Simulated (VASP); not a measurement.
# Sn4Se3 in VASP: further runs

Runs on Sn4Se3. Level: PBE. Tasks: single point.

Program: VASP 6.6.1. These are calculated values, not measurements. Logs are shortened: lines on timing, memory, paths and dates and some standing lists are left out, and cuts for length are marked.

## 1. The cell of the first run

The cell holds a slab with vacuum, 7 atoms: a = 4.286 Å, b = 4.286 Å, c = 25.499 Å, α = 90.00°, β = 90.00°, γ = 120.00°.

## 2. Single point, PBE

File INCAR:

```
ALGO = Normal ; DIPOL = 0.5 0.5 0.500
EDIFF = 1E-6 ; ENCUT = 520
GGA = PE ; IDIPOL = 3
ISIF = 2 ; ISMEAR = 0
LASPH = T ; LCHARG = F
LDIPOL = T ; LREAL = F
LWAVE = F ; NBANDS = 46
NELM = 100 ; PREC = Accurate
SIGMA = 0.05
```

File KPOINTS:

```
k-points
0
Gamma
  9 9 1
```

File POSCAR:

```
Sn4Se3
1.0
    4.2862138182      0.0000000000      0.0000000000
   -2.1431069091      3.7119700526      0.0000000000
    0.0000000000      0.0000000000     25.4990367830
Sn Se
4 3
Direct
    0.6666666667      0.3333333333      0.2941287572
    0.3333333333      0.6666666667      0.4313762524
    0.0000000000      0.0000000000      0.5686237476
    0.6666666667      0.3333333333      0.7058712428
    0.0000000000      0.0000000000      0.3627525048
    0.6666666667      0.3333333333      0.5000000000
    0.3333333333      0.6666666667      0.6372474952
```

Potentials or basis: VASP PAW PBE potentials, release 64 (Sn_d, Se).

The run is started by

```sh
cat potpaw_PBE.64/Sn_d/POTCAR potpaw_PBE.64/Se/POTCAR > POTCAR
mpirun -np 1 vasp_std > vasp.out
```

OUTCAR:

```text
EDIFF = 1E-6
   ENCUT = 520
   GGA = PE
   ISIF = 2
   ISMEAR = 0
   LASPH = T
   LREAL = F
   NELM = 100
   PREC = Accurate

 ion  position               nearest neighbor table
   1  0.667  0.333  0.294-   5 3.03   5 3.03   5 3.03
   2  0.333  0.667  0.431-   6 3.03   5 3.03   6 3.03   5 3.03   5 3.03   6 3.03
   3  0.000  0.000  0.569-   6 3.03   7 3.03   7 3.03   6 3.03   6 3.03   7 3.03
   4  0.667  0.333  0.706-   7 3.03   7 3.03   7 3.03
   5  0.000  0.000  0.363-   1 3.03   2 3.03   2 3.03   1 3.03   1 3.03   2 3.03
   6  0.667  0.333  0.500-   2 3.03   3 3.03   2 3.03   3 3.03   3 3.03   2 3.03
   7  0.333  0.667  0.637-   4 3.03   3 3.03   4 3.03   3 3.03   3 3.03   4 3.03

  LATTYP: Found a hexagonal cell.
 ALAT       =     4.2862138182
 C/A-ratio  =     5.9490818388

  Lattice vectors:

 A1 = (   4.2862138182,   0.0000000000,   0.0000000000)
 A2 = (  -2.1431069091,   3.7119700526,   0.0000000000)
 A3 = (   0.0000000000,   0.0000000000,  25.4990367830)

Analysis of symmetry for initial positions (statically):
=====================================================================
 Subroutine PRICEL returns:
 Original cell was already a primitive cell.

 Routine SETGRP: Setting up the symmetry group for a
 hexagonal supercell.

 Subroutine GETGRP returns: Found 12 space group operations
 (whereof  6 operations were pure point group operations)
 out of a pool of 24 trial point group operations.

The static configuration has the point symmetry C_3v.
 The point group associated with its full space group is D_3d.

Analysis of symmetry for dynamics (positions and initial velocities):
=====================================================================
 Subroutine PRICEL returns:
 Original cell was already a primitive cell.

 Routine SETGRP: Setting up the symmetry group for a
 hexagonal supercell.

 Subroutine GETGRP returns: Found 12 space group operations
 (whereof  6 operations were pure point group operations)
 out of a pool of 24 trial point group operations.

The dynamic configuration has the point symmetry C_3v.
 The point group associated with its full space group is D_3d.

 Subroutine INISYM returns: Found 12 space group operations
 (whereof  6 operations are pure point group operations),
 and found     1 'primitive' translations

----------------------------------------------------------------------------------------

                                     Primitive cell

  volume of cell :     405.6973

  direct lattice vectors                    reciprocal lattice vectors
     4.286213818  0.000000000  0.000000000     0.233306140  0.134699363  0.000000000
    -2.143106909  3.711970053  0.000000000     0.000000000  0.269398725  0.000000000
     0.000000000  0.000000000 25.499036783     0.000000000  0.000000000  0.039217168

  length of vectors
     4.286213818  4.286213818 25.499036783     0.269398725  0.269398725  0.039217168

  position of ions in fractional coordinates (direct lattice)
     0.666666667  0.333333333  0.294128757
     0.333333333  0.666666667  0.431376252
     0.000000000  0.000000000  0.568623748
     0.666666667  0.333333333  0.705871243
     0.000000000  0.000000000  0.362752505
     0.666666667  0.333333333  0.500000000
     0.333333333  0.666666667  0.637247495

  ion indices of the primitive-cell ions
   primitive index   ion index
                 1           1
                 2           2
                 3           3
                 4           4
                 5           5
                 6           6
                 7           7

----------------------------------------------------------------------------------------

 KPOINTS: k-points

Automatic generation of k-mesh.
 Grid dimensions read from file:
 generate k-points for:    9    9    1

 Generating k-lattice:

  Cartesian coordinates                     Fractional coordinates (reciprocal lattice)
     0.025922904  0.014966596  0.000000000     0.111111111  0.000000000  0.000000000
     0.000000000  0.029933192  0.000000000     0.000000000  0.111111111  0.000000000
     0.000000000  0.000000000  0.039217168     0.000000000  0.000000000  1.000000000

  Length of vectors
     0.029933192  0.029933192  0.039217168

  Shift w.r.t. Gamma in fractional coordinates (k-lattice)
     0.000000000  0.000000000  0.000000000

 Subroutine IBZKPT returns following result:
 ===========================================

 Found     12 irreducible k-points:

 Following reciprocal coordinates:
            Coordinates               Weight
  0.000000  0.000000  0.000000      1.000000
  0.111111  0.000000  0.000000      6.000000
  0.222222  0.000000  0.000000      6.000000
  0.333333  0.000000  0.000000      6.000000
  0.444444  0.000000  0.000000      6.000000
  0.111111  0.111111  0.000000      6.000000
  0.222222  0.111111  0.000000     12.000000
  0.333333  0.111111  0.000000     12.000000
  0.444444  0.111111  0.000000      6.000000
  0.222222  0.222222  0.000000      6.000000
  0.333333  0.222222  0.000000     12.000000
  0.333333  0.333333  0.000000      2.000000
   k-points           NKPTS =     12   k-points in BZ     NKDIM =     12   number of bands    NBANDS=     46
   number of dos      NEDOS =    301   number of ions     NIONS =      7
   total plane-waves  NPLWV = 196608
   dimension x,y,z NGX =    32 NGY =   32 NGZ =  192
   dimension x,y,z NGXF=    64 NGYF=   64 NGZF=  384
   ions per type =               4   3
   NGX,Y,Z   is equivalent  to a cutoff of  12.41, 12.41, 12.52 a.u.
   NGXF,Y,Z  is equivalent  to a cutoff of  24.82, 24.82, 25.04 a.u.
 SYSTEM =  unknown system
   PREC   = accura    normal or accurate (medium, high low for compatibility)
   ISTART =      0    job   : 0-new  1-cont  2-samecut
   ICHARG =      2    charge: 1-file 2-atom 10-const
   ISPIN  =      1    spin polarized calculation?
   LNONCOLLINEAR =      F non collinear calculations
   LSORBIT =      F    spin-orbit coupling
   LASPH  =      T    aspherical Exc in radial PAW
   ENCUT  =  520.0 eV  38.22 Ry    6.18 a.u.   7.97  7.97 47.41*2*pi/ulx,y,z
   NELM   =    100;   NELMIN=  2; NELMDL= -5     # of ELM steps
   EDIFF  = 0.1E-05   stopping-criterion for ELM
   LREAL  =      F    real-space projection
   EDIFFG = 0.1E-04   stopping-criterion for IOM
   NSW    =      0    number of steps for IOM
   IBRION =     -1    ionic relax: 0-MD 1-quasi-New 2-CG
   NFREE  =      0    steps in history (QN), initial steepest desc. (CG)
   ISIF   =      2    stress and relaxation
   ISYM   =      2    0-nonsym 1-usesym 2-fastsym
   POTIM  = 0.5000    time-step for ionic-motion
   TEBEG  =    0.0;   TEEND  =   0.0 temperature during run
   PSTRESS=    0.0 pullay stress
   NELECT =      74.0000    total number of electrons
   NUPDOWN=      -1.0000    fix difference up-down
   EMIN   =  10.00;   EMAX   =-10.00  energy-range for DOS
   EFERMI =   0.00;   METHOD = LEGACY
   ISMEAR =     0;   SIGMA  =   0.05  broadening in eV -4-tet -1-fermi 0-gaus
   EFERMI_NEDOS =   21; number of points for ismear=-14 and -15
   IALGO  =     38    algorithm
   IMIX   =      4    mixing-type and parameters
     AMIX     =   0.40;   BMIX     =  1.00
     AMIX_MAG =   1.60;   BMIX_MAG =  1.00
  volume/ion in A,a.u.               =      57.96       391.11
  Fermi-wavevector in a.u.,A,eV,Ry     =   0.928435  1.754487 11.728100  0.861991
  Thomas-Fermi vector in A             =   2.054611
   LORBIT       =      0    0 simple, 1 ext, 2 COOP (PROOUT), +10 PAW based schemes
   GGA     = PE    functional components
   LHFCALC =     F    Hartree Fock is set to
   AEXX    =    0.0000 exact exchange contribution
   IVDW    =     0    specifies the selected vdW correction
   LEPSILON=     F    determine dielectric tensor
   LRPA    =     F    only Hartree local field effects (RPA)
 non-spin polarized calculation
 Gauss-broadening in eV      SIGMA  =   0.05
  energy-cutoff  :      520.00
  volume of cell :      405.70
 maximum number of plane-waves:     10974
 NGX is ok and might be reduce to    32
   NGX = 15   NGY = 15   NGZ = 95

 number of electron      74.0000008 magnetization

 dipolmoment           0.000000      0.000000     -0.000002 electrons x Angstroem

 Free energy of the ion-electron system (eV)
  ---------------------------------------------------
  ext. energy  EPLUGINS =         0.00000000
  ---------------------------------------------------
  free energy    TOTEN  =       -26.67928697 eV

  energy without entropy =      -26.66866663  energy(sigma->0) =      -26.67397680

 E-fermi :   1.2224     XC(G=0):  -5.3608

 val. band max:        1.1778802176   @ k =   0.2222   0.0000   0.0000
 cond. band min:       1.2370608486   @ k =   0.3333   0.1111   0.0000
 fundamental gap:      0.0591806310
 Fermi energy:         1.2223843290

 k-point     1 :       0.0000    0.0000    0.0000
  band No.  band energies     occupation
      1     -21.0380      2.00000
      2     -21.0379      2.00000
      3     -21.0300      2.00000
      4     -21.0300      2.00000
      5     -21.0300      2.00000
      6     -21.0300      2.00000
[... 38 lines left out ...]
     45       3.6816      0.00000
     46       3.7838      0.00000

 k-point     2 :       0.1111    0.0000    0.0000
  band No.  band energies     occupation
      1     -21.0373      2.00000
      2     -21.0373      2.00000
      3     -21.0310      2.00000
      4     -21.0310      2.00000
      5     -21.0301      2.00000
      6     -21.0301      2.00000
[... 38 lines left out ...]
     45       3.6698      0.00000
     46       3.9867      0.00000

 k-point     3 :       0.2222    0.0000    0.0000
  band No.  band energies     occupation
      1     -21.0359      2.00000
      2     -21.0358      2.00000
      3     -21.0334      2.00000
      4     -21.0333      2.00000
      5     -21.0305      2.00000
      6     -21.0305      2.00000
[... 38 lines left out ...]
     45       3.7884      0.00000
     46       4.3533      0.00000

 k-point     4 :       0.3333    0.0000    0.0000
  band No.  band energies     occupation
      1     -21.0368      2.00000
      2     -21.0368      2.00000
      3     -21.0340      2.00000
      4     -21.0340      2.00000
      5     -21.0310      2.00000
      6     -21.0310      2.00000
[... 38 lines left out ...]
     45       3.9106      0.00000
     46       4.4964      0.00000

 k-point     5 :       0.4444    0.0000    0.0000
  band No.  band energies     occupation
      1     -21.0386      2.00000
      2     -21.0386      2.00000
      3     -21.0335      2.00000
      4     -21.0335      2.00000
      5     -21.0313      2.00000
      6     -21.0313      2.00000
[... 38 lines left out ...]
     45       4.0611      0.00000
     46       4.4411      0.00000

 k-point     6 :       0.1111    0.1111    0.0000
  band No.  band energies     occupation
      1     -21.0361      2.00000
      2     -21.0361      2.00000
      3     -21.0326      2.00000
      4     -21.0326      2.00000
      5     -21.0305      2.00000
      6     -21.0305      2.00000
[... 38 lines left out ...]
     45       3.8237      0.00000
     46       4.2434      0.00000

 k-point     7 :       0.2222    0.1111    0.0000
  band No.  band energies     occupation
      1     -21.0356      2.00000
      2     -21.0356      2.00000
      3     -21.0341      2.00000
      4     -21.0341      2.00000
      5     -21.0311      2.00000
      6     -21.0311      2.00000
[... 38 lines left out ...]
     45       3.9346      0.00000
     46       4.3650      0.00000

 k-point     8 :       0.3333    0.1111    0.0000
  band No.  band energies     occupation
      1     -21.0376      2.00000
      2     -21.0376      2.00000
      3     -21.0332      2.00000
      4     -21.0332      2.00000
      5     -21.0317      2.00000
      6     -21.0316      2.00000
[... 38 lines left out ...]
     45       4.1872      0.00000
     46       4.2938      0.00000

 k-point     9 :       0.4444    0.1111    0.0000
  band No.  band energies     occupation
      1     -21.0385      2.00000
      2     -21.0385      2.00000
      3     -21.0329      2.00000
      4     -21.0328      2.00000
      5     -21.0319      2.00000
      6     -21.0318      2.00000
[... 38 lines left out ...]
     45       4.2376      0.00000
     46       4.4097      0.00000

 k-point    10 :       0.2222    0.2222    0.0000
  band No.  band energies     occupation
      1     -21.0369      2.00000
      2     -21.0368      2.00000
      3     -21.0328      2.00000
      4     -21.0328      2.00000
      5     -21.0321      2.00000
      6     -21.0320      2.00000
[... 38 lines left out ...]
     45       4.0668      0.00000
     46       4.4862      0.00000

 k-point    11 :       0.3333    0.2222    0.0000
  band No.  band energies     occupation
      1     -21.0378      2.00000
      2     -21.0377      2.00000
      3     -21.0329      2.00000
      4     -21.0329      2.00000
      5     -21.0317      2.00000
      6     -21.0317      2.00000
[... 38 lines left out ...]
     45       4.2483      0.00000
     46       4.6470      0.00000

 k-point    12 :       0.3333    0.3333    0.0000
  band No.  band energies     occupation
      1     -21.0376      2.00000
      2     -21.0376      2.00000
      3     -21.0336      2.00000
      4     -21.0335      2.00000
      5     -21.0310      2.00000
      6     -21.0310      2.00000
[... 38 lines left out ...]
     45       3.8508      0.00000
     46       4.9392      0.00000

------------------------ aborting loop because EDIFF is reached ----------------------------------------

 vacuum level on the upper side and lower side of the slab       (xc-potential included)        -0.140        -0.140

  FORCE on cell =-STRESS in cart. coord.  units (eV):
  Direction    XX          YY          ZZ          XY          YZ          ZX
  --------------------------------------------------------------------------------------
  -------------------------------------------------------------------------------------
  Total       -3.8657835     -3.8657835     -0.4547244      0.0000000      0.0000000      0.0000000
  in kB      -15.2667304    -15.2667304     -1.7957949      0.0000000      0.0000000      0.0000000
  external PRESSURE =     -10.7764185 kB  Pullay stress =       0.0000000 kB

 VOLUME and BASIS-vectors are now :
 -----------------------------------------------------------------------------
  energy-cutoff  :      520.00
  volume of cell :      405.70
      direct lattice vectors                 reciprocal lattice vectors
     4.286213818  0.000000000  0.000000000     0.233306140  0.134699363  0.000000000
    -2.143106909  3.711970053  0.000000000     0.000000000  0.269398725  0.000000000
     0.000000000  0.000000000 25.499036783     0.000000000  0.000000000  0.039217168

 POSITION                                       TOTAL-FORCE (eV/Angst)
 -----------------------------------------------------------------------------------
      2.14311      1.23732      7.50000         0.000000      0.000000      0.294222
     -0.00000      2.47465     10.99968        -0.000000     -0.000000      0.189894
      0.00000      0.00000     14.49936         0.000000     -0.000000     -0.189894
      2.14311      1.23732     17.99904        -0.000000      0.000000     -0.294222
      0.00000      0.00000      9.24984         0.000000     -0.000000     -0.477432
      2.14311      1.23732     12.74952         0.000000     -0.000000      0.000000
     -0.00000      2.47465     16.24920        -0.000000      0.000000      0.477432
 -----------------------------------------------------------------------------------
    total drift:                               -0.000000      0.000000     -0.000077

  FREE ENERGIE OF THE ION-ELECTRON SYSTEM (eV)
  ---------------------------------------------------
  free  energy   TOTEN  =       -26.6792869673 eV

  energy  without entropy=      -26.6686666294  energy(sigma->0) =      -26.67397680

 vacuum level on the upper side and lower side of the slab         4.606         4.606
```

Run time: 5.7 min. Hardware: 1 thread of Intel Xeon Platinum 8259CL at 2.50GHz (Skylake/Cascade Lake), shared host; peak memory 0.55 GiB.

What came out:

```
Free energy            : -26.6793 eV
Largest force          : 0.477 eV/Å
Band gap on the k mesh : zero (bands 37 and 38 overlap by 0.35 eV)
```

Forces on the atoms (eV/Å):
```
Sn   0.000  0.000  0.294
Sn   0.000  0.000  0.190
Sn   0.000  0.000 -0.190
Sn   0.000  0.000 -0.294
Se   0.000  0.000 -0.477
Se   0.000  0.000  0.000
Se   0.000  0.000  0.477
```

Caveat: spin-orbit coupling is left out, which moves the levels of the heavy elements.

(Part 1 of 2 ends here.)

The gap in the log of VASP goes by the Fermi energy; the results here count the filled bands.